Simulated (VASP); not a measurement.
Here is a VASP 6.6.1 calculation.

INCAR

```
SYSTEM = Mg2PbN2
PREC = Accurate ; ENCUT = 520
EDIFF = 1E-6 ; ISMEAR = 1
SIGMA = 0.1 ; LREAL = .False.
LASPH = .True. ; NELM = 60
ALGO = Normal ; ISIF = 2
LWAVE = .False. ; LCHARG = .True.
GGA = PE ; LELF = .True.
LVHAR = .True. ; NBANDS = 22
```

File KPOINTS:

```
Automatic mesh
0
Gamma
  7 7 4
  0 0 0
```

The input POSCAR:

```
Mg2PbN2
1.0
    3.6268635271      0.0000000000      0.0000000000
   -1.8134317635      3.1409559505      0.0000000000
    0.0000000000      0.0000000000      6.5658920000
Pb Mg N
1 2 2
Direct
    0.0000000000      0.0000000000      0.5000000000
    0.3333333333      0.6666666667      0.8612240000
    0.6666666667      0.3333333333      0.1387760000
    0.3333333333      0.6666666667      0.2025450000
    0.6666666667      0.3333333333      0.7974550000
```

Potentials or basis: VASP PAW PBE potentials, release 64 (Pb_d, Mg, N).

The run is started by

```console
$ cat potpaw_PBE.64/Pb_d/POTCAR potpaw_PBE.64/Mg/POTCAR potpaw_PBE.64/N/POTCAR > POTCAR
$ mpirun -np 1 vasp_std > vasp.out
```

Question: Predict the band gap on the k mesh.

Answer: 0.14 eV (least direct gap 0.24 eV).

Question: Predict the largest force.

Answer: 0.004 eV/Å.

Forces on the atoms (eV/Å):
```
Pb   0.000  0.000  0.000
Mg   0.000  0.000  0.001
Mg   0.000  0.000 -0.001
N    0.000  0.000 -0.004
N    0.000  0.000  0.004
```

Caveat: spin-orbit coupling is left out, which moves the levels of the heavy elements; an odd mesh through Γ misses points on the zone boundary, where band edges can lie.
